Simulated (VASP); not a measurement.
The system is MgCdTe3.

```
Mg Cd Te
1.0
     3.38974    1.95707    4.52885
    -3.38974    1.95707    4.52885
     0.00000   -3.91413    4.52885
Mg Cd Te
1 1 3
Direct
  0.00000 0.00000 0.00000
  0.50000 0.50000 0.50000
  0.50000 0.50000 0.00000
  0.00000 0.50000 0.50000
  0.50000 0.00000 0.50000
```

- Program: VASP 6.6.1
- Task: relaxation of cell and atoms
- Functional: PBE
- Potentials or basis: VASP PAW PBE potentials, release 64 (Mg, Cd, Te)
- Cutoff: 600 eV
- k mesh: 6 × 6 × 6
- Occupations: gaussian, width 0.1 eV
- Spin: no spin polarisation

At the start: pressure -0.5 GPa; volume 36.05 Å³/atom.

Task: Where does the relaxation end?

Result: Over 5 steps the energy falls by 8.2 meV/atom and the volume is 35.93 Å³/atom (-0.3 %); space group R-3m (No. 166, to 0.05 Å).

Step by step:
```
step  energy change (eV)  largest force (eV/Å)  pressure (GPa)  volume (Å³)
   1              0.0000                0.0000           -0.48       180.27
   2             -0.0280                0.0000            0.16       177.43
   3             -0.0316                0.0000            0.51       176.01
   4             -0.0401                0.0000            0.16       178.30
   5             -0.0412                0.0000           -0.03       179.66
```

Final structure:
```
CELL_PARAMETERS angstrom
3.32632 1.92045 4.68742
-3.32632 1.92045 4.68742
0.00000 -3.84090 4.68742
ATOMIC_POSITIONS crystal
Mg 0.00000 0.00000 0.00000
Cd 0.50000 0.50000 0.50000
Te 0.50000 0.50000 0.00000
Te 0.00000 0.50000 0.50000
Te 0.50000 0.00000 0.50000
```
